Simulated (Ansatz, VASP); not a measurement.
**Two plane-wave programs on C**

POSCAR

```
C
1.0
    2.4559134450      0.0000000000      0.0000000000
   -1.2279567225      2.1268834329      0.0000000000
    0.0000000000      0.0000000000      7.0106290262
C
4
Direct
    1.0000000000      1.0000000000      0.2500000000
    0.0000000000      0.0000000000      0.7500000000
    0.3333333333      0.6666666667      0.2500000000
    0.6666666667      0.3333333333      0.7500000000
```

Contents of INCAR.step1:

```
SYSTEM = C
PREC = Accurate
ENCUT = 520
ISMEAR = 0
SIGMA = 0.01
LREAL = .FALSE.
LASPH = .TRUE.
NELM = 60
NBANDS = 16
GGA = PE
ALGO = Normal
EDIFF = 1E-4
LWAVE = .TRUE.
LCHARG = .FALSE.
```

INCAR.step2

```
SYSTEM = C
PREC = Accurate
ENCUT = 520
EDIFF = 1E-6
ISMEAR = 0
SIGMA = 0.01
LREAL = .FALSE.
LASPH = .TRUE.
NELM = 60
ALGO = Normal
ISIF = 2
LWAVE = .FALSE.
LCHARG = .FALSE.
METAGGA = R2SCAN
LMIXTAU = .TRUE.
NBANDS = 16
ISTART = 1
```

KPOINTS

```
Automatic mesh
0
G
  15 15 5
  0 0 0
```

Input for Ansatz:

```yaml
crystal:
  lattice:
    - [2.455913445, 0.0, 0.0]
    - [-1.2279567225, 2.1268834329, 0.0]
    - [0.0, 0.0, 7.0106290262]
  atoms:
    - { symbol: C, position: [1.0, 1.0, 0.25] }
    - { symbol: C, position: [0.0, 0.0, 0.75] }
    - { symbol: C, position: [0.3333333333, 0.6666666667, 0.25] }
    - { symbol: C, position: [0.6666666667, 0.3333333333, 0.75] }
hamiltonian:
  xc: r2scan
  pseudopotentials:
    kind: paw
    azcp:
      C: "pseudopotentials/C.paw.azcp"
basis:
  ecutwfc: 500
  fft_grid_basis: typed
kpoints:
  mp_grid: { grid: [15, 15, 5], shift: [0, 0, 0] }
magnetization:
  spin_polarized: false
scf:
  occupations: { method: gaussian, width: 0.01 }
  lower_state_search: "off"
output:
  stress: true
```

Alike in both runs: task single point; functional r2SCAN; k mesh 15 × 15 × 5; occupations gaussian, width 0.01 eV; no spin polarisation.

|  | VASP | Ansatz |
| --- | --- | --- |
| version | VASP 6.6.1 | Ansatz 0.2.0 |
| potentials or method | VASP PAW PBE potentials, release 64 (C), cutoff 520 eV | plane waves (500 eV) with PAW, scalar-relativistic |
| valence electrons in the cell | 16 | 16 |

Ansatz gave:

| Item | Value |
| --- | --- |
| pressure (GPa) | 0.0 |
| traceless stress, the component that is largest in VASP (GPa) | 0.06 |

**Question.** What did VASP give for the same quantities?

**Answer.** Pressure (GPa): 0.7; traceless stress, the component that is largest in VASP (GPa): -0.69.

VASP's potentials were made for PBE, not for r2SCAN. The functional is the same, so the differences come from potentials, cutoffs and numerics.
